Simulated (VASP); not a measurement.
# MnO (I-43m) in VASP: notebook

The runs below take MnO through single point, with PBE.

All numbers are computed with VASP 6.6.1; they aren't measurements. Logs are shortened: lines on timing, memory, paths and dates and some standing lists are left out, and cuts for length are marked.

## (1) The cell of the first run

It takes space group I-43m (No. 217, cubic). Conventional cell: a = 6.485 Å, b = 6.485 Å, c = 6.485 Å, α = 90.00°, β = 90.00°, γ = 90.00°. Within 2.6 Å of Mn (site symmetry 3m) lie 4 O at 1.96 to 2.11 Å. Within 2.6 Å of O (site symmetry 3m) lie 4 Mn at 1.96 to 2.11 Å.

## (2) Single point, PBE, collinear spin, ferromagnetic start

Contents of INCAR:

```
PREC     = Accurate       # precision mode
ENCUT    = 520            # plane-wave cutoff, eV
EDIFF    = 1E-6           # SCF threshold, eV
ISMEAR   = 0              # smearing method
SIGMA    = 0.1            # smearing width, eV
LREAL    = False          # projectors in reciprocal space
LASPH    = True           # aspherical terms in the spheres
NELM     = 150            # most SCF steps
ALGO     = Normal         # electronic algorithm
ISIF     = 2              # what is computed and relaxed
LWAVE    = False          # write WAVECAR
LCHARG   = True           # write CHGCAR
ISPIN    = 2              # spin polarisation
MAGMOM   = 4.19 4.19 4.19 4.19 0.21 0.21 0.21 0.21 # initial moments
LORBIT   = 11             # projections on sites
LMAXMIX  = 4              # l up to which the mixer works
GGA      = PE             # functional
LELF     = True           # ELF
LVHAR    = True         
NBANDS   = 52             # bands
```

Contents of KPOINTS:

```
Automatic mesh
0
Gamma
  8 8 8
```

Contents of POSCAR:

```
MnO
1.0
   -3.2424072376      3.2424072376      3.2424072376
    3.2424072376     -3.2424072376      3.2424072376
    3.2424072376      3.2424072376     -3.2424072376
Mn O
4 4
Direct
    0.3348997686      0.3348997686      0.3348997686
    0.0000000000      0.0000000000      0.6651002314
    0.0000000000      0.6651002314      0.0000000000
    0.6651002314      0.0000000000      0.0000000000
    0.6834385186      0.6834385186      0.6834385186
    0.0000000000      0.0000000000      0.3165614814
    0.0000000000      0.3165614814      0.0000000000
    0.3165614814      0.0000000000      0.0000000000
```

Potentials or basis: VASP PAW PBE potentials, release 64 (Mn_pv, O).

Launch:

```bash
$ cat potpaw_PBE.64/Mn_pv/POTCAR potpaw_PBE.64/O/POTCAR > POTCAR
$ mpirun -np 1 vasp_std > vasp.out
```

OUTCAR:

```text
PREC = Accurate
   ENCUT = 520
   EDIFF = 1E-6
   ISMEAR = 0
   LREAL = False
   LASPH = True
   NELM = 150
   ISIF = 2
   ISPIN = 2
   LORBIT = 11
   GGA = PE

 ion  position               nearest neighbor table
   1  0.335  0.335  0.335-   5 1.96   6 2.11   7 2.11   8 2.11   2 3.07   3 3.07   4 3.07
   2  0.000  0.000  0.665-   6 1.96   5 2.11   7 2.11   8 2.11   3 3.07   4 3.07   1 3.07
   3  0.000  0.665  0.000-   7 1.96   6 2.11   5 2.11   8 2.11   2 3.07   4 3.07   1 3.07
   4  0.665  0.000  0.000-   8 1.96   6 2.11   7 2.11   5 2.11   2 3.07   3 3.07   1 3.07
   5  0.683  0.683  0.683-   1 1.96   2 2.11   3 2.11   4 2.11
   6  0.000  0.000  0.317-   2 1.96   1 2.11   3 2.11   4 2.11
   7  0.000  0.317  0.000-   3 1.96   2 2.11   1 2.11   4 2.11
   8  0.317  0.000  0.000-   4 1.96   2 2.11   3 2.11   1 2.11

  LATTYP: Found a body centered cubic cell.
 ALAT       =     6.4848144752

  Lattice vectors:

 A1 = (  -3.2424072376,   3.2424072376,   3.2424072376)
 A2 = (   3.2424072376,  -3.2424072376,   3.2424072376)
 A3 = (   3.2424072376,   3.2424072376,  -3.2424072376)

Analysis of symmetry for initial positions (statically):
=====================================================================
 Subroutine PRICEL returns:
 Original cell was already a primitive cell.

 Routine SETGRP: Setting up the symmetry group for a
 body centered cubic supercell.

 Subroutine GETGRP returns: Found 24 space group operations
 (whereof 24 operations were pure point group operations)
 out of a pool of 48 trial point group operations.

The static configuration has the point symmetry T_d .

Analysis of symmetry for dynamics (positions and initial velocities):
=====================================================================
 Subroutine PRICEL returns:
 Original cell was already a primitive cell.

 Routine SETGRP: Setting up the symmetry group for a
 body centered cubic supercell.

 Subroutine GETGRP returns: Found 24 space group operations
 (whereof 24 operations were pure point group operations)
 out of a pool of 48 trial point group operations.

The dynamic configuration has the point symmetry T_d .

Analysis of structural, dynamic, and magnetic symmetry:
=====================================================================
 Subroutine PRICEL returns:
 Original cell was already a primitive cell.

 Routine SETGRP: Setting up the symmetry group for a
 body centered cubic supercell.

 Subroutine GETGRP returns: Found 24 space group operations
 (whereof 24 operations were pure point group operations)
 out of a pool of 48 trial point group operations.

The overall configuration has the point symmetry T_d .

 Subroutine INISYM returns: Found 24 space group operations
 (whereof 24 operations are pure point group operations),
 and found     1 'primitive' translations

----------------------------------------------------------------------------------------

                                     Primitive cell

  volume of cell :     136.3524

  direct lattice vectors                    reciprocal lattice vectors
    -3.242407238  3.242407238  3.242407238     0.000000000  0.154206416  0.154206416
     3.242407238 -3.242407238  3.242407238     0.154206416  0.000000000  0.154206416
     3.242407238  3.242407238 -3.242407238     0.154206416  0.154206416  0.000000000

  length of vectors
     5.616014074  5.616014074  5.616014074     0.218080805  0.218080805  0.218080805

  position of ions in fractional coordinates (direct lattice)
     0.334899769  0.334899769  0.334899769
     0.000000000  0.000000000  0.665100231
     0.000000000  0.665100231  0.000000000
     0.665100231  0.000000000  0.000000000
     0.683438519  0.683438519  0.683438519
     0.000000000  0.000000000  0.316561481
     0.000000000  0.316561481  0.000000000
     0.316561481  0.000000000  0.000000000

  ion indices of the primitive-cell ions
   primitive index   ion index
                 1           1
                 2           2
                 3           3
                 4           4
                 5           5
                 6           6
                 7           7
                 8           8

[... 57 lines left out ...]
   dimension x,y,z NGXF=    84 NGYF=   84 NGZF=   84
   ions per type =               4   4
   NGX,Y,Z   is equivalent  to a cutoff of  12.43, 12.43, 12.43 a.u.
   NGXF,Y,Z  is equivalent  to a cutoff of  24.87, 24.87, 24.87 a.u.
 SYSTEM =  unknown system
   PREC   = accura    normal or accurate (medium, high low for compatibility)
   ISTART =      0    job   : 0-new  1-cont  2-samecut
   ICHARG =      2    charge: 1-file 2-atom 10-const
   ISPIN  =      2    spin polarized calculation?
   LNONCOLLINEAR =      F non collinear calculations
   LSORBIT =      F    spin-orbit coupling
   LASPH  =      T    aspherical Exc in radial PAW
   ENCUT  =  520.0 eV  38.22 Ry    6.18 a.u.  10.44 10.44 10.44*2*pi/ulx,y,z
   NELM   =    150;   NELMIN=  2; NELMDL= -5     # of ELM steps
   EDIFF  = 0.1E-05   stopping-criterion for ELM
   LREAL  =      F    real-space projection
   EDIFFG = 0.1E-04   stopping-criterion for IOM
   NSW    =      0    number of steps for IOM
   IBRION =     -1    ionic relax: 0-MD 1-quasi-New 2-CG
   NFREE  =      0    steps in history (QN), initial steepest desc. (CG)
   ISIF   =      2    stress and relaxation
   ISYM   =      2    0-nonsym 1-usesym 2-fastsym
   POTIM  = 0.5000    time-step for ionic-motion
   TEBEG  =    0.0;   TEEND  =   0.0 temperature during run
   PSTRESS=    0.0 pullay stress
   NELECT =      76.0000    total number of electrons
   NUPDOWN=      -1.0000    fix difference up-down
   EMIN   =  10.00;   EMAX   =-10.00  energy-range for DOS
   EFERMI =   0.00;   METHOD = LEGACY
   ISMEAR =     0;   SIGMA  =   0.10  broadening in eV -4-tet -1-fermi 0-gaus
   EFERMI_NEDOS =   21; number of points for ismear=-14 and -15
   IALGO  =     38    algorithm
   IMIX   =      4    mixing-type and parameters
     AMIX     =   0.40;   BMIX     =  1.00
     AMIX_MAG =   1.60;   BMIX_MAG =  1.00
  volume/ion in A,a.u.               =      17.04       115.02
  Fermi-wavevector in a.u.,A,eV,Ry     =   1.347282  2.545994 24.696867  1.815168
  Thomas-Fermi vector in A             =   2.475045
   LORBIT       =     11    0 simple, 1 ext, 2 COOP (PROOUT), +10 PAW based schemes
   GGA     = PE    functional components
   LHFCALC =     F    Hartree Fock is set to
   AEXX    =    0.0000 exact exchange contribution
   IVDW    =     0    specifies the selected vdW correction
   LEPSILON=     F    determine dielectric tensor
   LRPA    =     F    only Hartree local field effects (RPA)
 spin polarized calculation
 Gauss-broadening in eV      SIGMA  =   0.10
  energy-cutoff  :      520.00
  volume of cell :      136.35
 maximum number of plane-waves:      3700
 NGX is ok and might be reduce to    42
   NGX = 21   NGY = 21   NGZ = 21

 number of electron      75.9999988 magnetization      19.8084385

 Free energy of the ion-electron system (eV)
  ---------------------------------------------------
  ext. energy  EPLUGINS =         0.00000000
  ---------------------------------------------------
  free energy    TOTEN  =       -65.10711125 eV

  energy without entropy =      -65.09745873  energy(sigma->0) =      -65.10228499

 E-fermi :   3.3875     XC(G=0):  -9.0346

 val. band max:        3.3607180767   @ k =  -0.1250   0.1250   0.1250
 cond. band min:       3.3973971127   @ k =   0.2500   0.0000   0.0000
 fundamental gap:      0.0366790360
 Fermi energy:         3.3874974353

 spin component 1

 k-point     1 :       0.0000    0.0000    0.0000
  band No.  band energies     occupation
      1     -46.8577      1.00000
      2     -46.8577      1.00000
      3     -46.8577      1.00000
      4     -46.8538      1.00000
      5     -46.8538      1.00000
      6     -46.8479      1.00000
[... 1261 lines left out ...]
     49       5.3922      0.00000
     50       6.9626      0.00000

 [... further k-points ...]

 spin component 2

 k-point     1 :       0.0000    0.0000    0.0000
  band No.  band energies     occupation
      1     -42.1351      1.00000
      2     -42.1351      1.00000
      3     -42.1351      1.00000
      4     -42.1270      1.00000
      5     -42.1270      1.00000
      6     -42.1201      1.00000
[... 1261 lines left out ...]
     49       7.1065      0.00000
     50       8.4437      0.00000

 [... further k-points ...]

 [bands above 50 left out]

------------------------ aborting loop because EDIFF is reached ----------------------------------------

  FORCE on cell =-STRESS in cart. coord.  units (eV):
  Direction    XX          YY          ZZ          XY          YZ          ZX
  --------------------------------------------------------------------------------------
  -------------------------------------------------------------------------------------
  Total        0.3183694      0.3183694      0.3183694     -0.0000000      0.0000000     -0.0000000
  in kB        3.7409269      3.7409269      3.7409269     -0.0000000      0.0000000     -0.0000000
  external PRESSURE =       3.7409269 kB  Pullay stress =       0.0000000 kB

 VOLUME and BASIS-vectors are now :
 -----------------------------------------------------------------------------
  energy-cutoff  :      520.00
  volume of cell :      136.35
      direct lattice vectors                 reciprocal lattice vectors
    -3.242407238  3.242407238  3.242407238     0.000000000  0.154206416  0.154206416
     3.242407238 -3.242407238  3.242407238     0.154206416  0.000000000  0.154206416
     3.242407238  3.242407238 -3.242407238     0.154206416  0.154206416  0.000000000

 POSITION                                       TOTAL-FORCE (eV/Angst)
 -----------------------------------------------------------------------------------
      1.08588      1.08588      1.08588        -0.019357     -0.019357     -0.019357
      2.15653      2.15653     -2.15653         0.019357      0.019357     -0.019357
      2.15653     -2.15653      2.15653         0.019357     -0.019357      0.019357
     -2.15653      2.15653      2.15653        -0.019357      0.019357      0.019357
      2.21599      2.21599      2.21599         0.007964      0.007964      0.007964
      1.02642      1.02642     -1.02642        -0.007964     -0.007964      0.007964
      1.02642     -1.02642      1.02642        -0.007964      0.007964     -0.007964
     -1.02642      1.02642      1.02642         0.007964     -0.007964     -0.007964
 -----------------------------------------------------------------------------------
    total drift:                               -0.000003     -0.000003     -0.000005

  FREE ENERGIE OF THE ION-ELECTRON SYSTEM (eV)
  ---------------------------------------------------
  free  energy   TOTEN  =       -65.1071112534 eV

  energy  without entropy=      -65.0974587267  energy(sigma->0) =      -65.10228499

 total charge

# of ion       s       p       d       tot
------------------------------------------
    1        0.243   6.207   4.934  11.384
    2        0.243   6.207   4.934  11.384
    3        0.243   6.207   4.934  11.384
    4        0.243   6.207   4.934  11.384
    5        1.555   3.447   0.000   5.002
    6        1.555   3.447   0.000   5.002
    7        1.555   3.447   0.000   5.002
    8        1.555   3.447   0.000   5.002
--------------------------------------------------
tot          7.192  38.617  19.736  65.545

 magnetization (x)

# of ion       s       p       d       tot
------------------------------------------
    1        0.054   0.049   4.288   4.390
    2        0.054   0.049   4.288   4.390
    3        0.054   0.049   4.288   4.390
    4        0.054   0.049   4.288   4.390
    5        0.016   0.160   0.000   0.177
    6        0.016   0.160   0.000   0.177
    7        0.016   0.160   0.000   0.177
    8        0.016   0.160   0.000   0.177
--------------------------------------------------
tot          0.282   0.836  17.151  18.268
```

Wall time 6 min (1 thread of Intel Xeon Platinum 8375C at 2.90GHz (Ice Lake), shared host); peak memory 0.48 GiB.

What came out:

```yaml
Free_energy: -65.1071 eV
Pressure: 0.4 GPa
Largest_force: 0.034 eV/Å
Net_moment: 19.81 μB per cell
Site_moments: Mn +4.39; O +0.18 μB
Valence_electrons_inside_the_program's_atomic_spheres: Mn 11.38; O 5.00
```

Forces on the atoms (eV/Å):
```
Mn  -0.019 -0.019 -0.019
Mn   0.019  0.019 -0.019
Mn   0.019 -0.019  0.019
Mn  -0.019  0.019  0.019
O    0.008  0.008  0.008
O   -0.008 -0.008  0.008
O   -0.008  0.008 -0.008
O    0.008 -0.008 -0.008
```

Levels at points of the mesh, in eV from the Fermi level:
Spin up:
```csv
k point,band 46,band 47,band 48,band 49,band 50,band 51
"(0.00, 0.00, 0.00)",-0.21,0.07,0.07,0.07,5.96,5.96
"(0.50, 0.00, 0.00)",-0.56,-0.27,-0.23,2.18,2.35,3.96
"(0.50, 0.50, 0.50)",-0.04,-0.04,-0.04,3.74,3.74,3.75
```
Spin down:
```tsv
k point	band 25	band 26	band 27	band 28	band 29	band 30	band 31	band 32
(0.00, 0.00, 0.00)	-4.10	-3.87	-3.87	-3.87	-0.54	0.76	0.76	1.64
(0.50, 0.00, 0.00)	-3.98	-3.84	-3.79	-3.78	0.88	1.23	1.33	1.36
(0.50, 0.50, 0.50)	-4.03	-3.86	-3.86	-3.86	0.84	0.84	1.25	1.25
```

Caveat: semilocal functionals often make such compounds metallic where correlation or magnetic order opens a gap, which also shifts bond lengths; only a ferromagnetic start was run, and an antiferromagnetic order may lie lower in energy. With open d or f shells a metallic result of PBE can be an artefact of self-interaction; +U or a hybrid may open a gap.

## (3) Single point, PBE, collinear spin, ferromagnetic start

This run uses another cell than the first one, of 13.83 Å³/atom, 0.811 times its volume.

Contents of INCAR:

```
SYSTEM = MnO
PREC = Accurate
ENCUT = 520
EDIFF = 1E-7
ISMEAR = 0
SIGMA = 0.1
LREAL = .FALSE.
LASPH = .TRUE.
NELM = 150
ALGO = Normal
ISIF = 2
LWAVE = .FALSE.
LCHARG = .TRUE.
ISPIN = 2
MAGMOM = 4 4 4 4 0 0 0 0
LORBIT = 11
LMAXMIX = 4
GGA = PE
LELF = .TRUE.
LVHAR = .TRUE.
NBANDS = 52
```

Contents of KPOINTS:

```
regular mesh
0
G
  4 4 4
  0 0 0
```

Contents of POSCAR:

```
MnO
1.0
   -3.0242472700      3.0242472700      3.0242472700
    3.0242472700     -3.0242472700      3.0242472700
    3.0242472700      3.0242472700     -3.0242472700
Mn O
4 4
Direct
    0.3171980400      0.3171980400      0.3171980400
    0.0000000000      0.0000000000      0.6828019600
    0.0000000000      0.6828019600      0.0000000000
    0.6828019600      0.0000000000      0.0000000000
    0.6828019600      0.6828019600      0.6828019600
    0.0000000000      0.0000000000      0.3171980400
    0.0000000000      0.3171980400      0.0000000000
    0.3171980400      0.0000000000      0.0000000000
```

Potentials or basis: VASP PAW PBE potentials, release 64 (Mn_pv, O).

Launch:

```bash
$ cat potpaw_PBE.64/Mn_pv/POTCAR potpaw_PBE.64/O/POTCAR > POTCAR
$ mpirun -np 1 vasp_std > vasp.out
```

Run time: 2.1 min. Hardware: 1 thread of Intel Xeon Platinum 8375C at 2.90GHz (Ice Lake), shared host; peak memory 0.3 GiB.

Results (log left out):

| Property | Result |
| --- | --- |
| Free energy | -62.3782 eV |
| Pressure | 25.4 GPa |
| Largest force | 3.416 eV/Å |
| Net moment | 17.19 μB per cell |
| Site moments | Mn +3.87; O +0.15 μB |
| Valence electrons inside the program's atomic spheres | Mn 11.70; O 5.09 |

Forces in eV/Å, atoms in the order of the input:
```
Mn   1.972  1.972  1.972
Mn  -1.972 -1.972  1.972
Mn  -1.972  1.972 -1.972
Mn   1.972 -1.972 -1.972
O   -1.219 -1.219 -1.219
O    1.219  1.219 -1.219
O    1.219 -1.219  1.219
O   -1.219  1.219  1.219
```

Levels at points of the mesh, in eV from the Fermi level:
Spin up:
```csv
k point,band 44,band 45,band 46,band 47,band 48,band 49
"(0.00, 0.00, 0.00)",-0.60,-0.36,-0.36,0.50,0.50,0.50
"(0.50, 0.00, 0.00)",-0.71,-0.65,-0.23,-0.08,0.08,1.98
"(0.50, 0.50, 0.50)",-0.48,-0.48,0.11,0.11,0.11,4.20
```
Spin down:
```
           k point  band 26  band 27  band 28  band 29  band 30  band 31  band 32  band 33
(0.00, 0.00, 0.00)    -5.61    -5.61    -5.61    -1.47    -0.32    -0.32     0.76     0.76
(0.50, 0.00, 0.00)    -5.60    -5.53    -5.52    -0.16     0.34     0.34     0.37     1.01
(0.50, 0.50, 0.50)    -5.61    -5.61    -5.61    -0.48    -0.48     0.51     0.51     0.51
```

Caveat: the k points lie up to 0.37 Å⁻¹ apart; semilocal functionals often make such compounds metallic where correlation or magnetic order opens a gap, which also shifts bond lengths; only a ferromagnetic start was run, and an antiferromagnetic order may lie lower in energy; forces of over 1 eV/Å act on the atoms, so gaps and moduli don't describe the material at rest. With open d or f shells a metallic result of PBE can be an artefact of self-interaction; +U or a hybrid may open a gap.
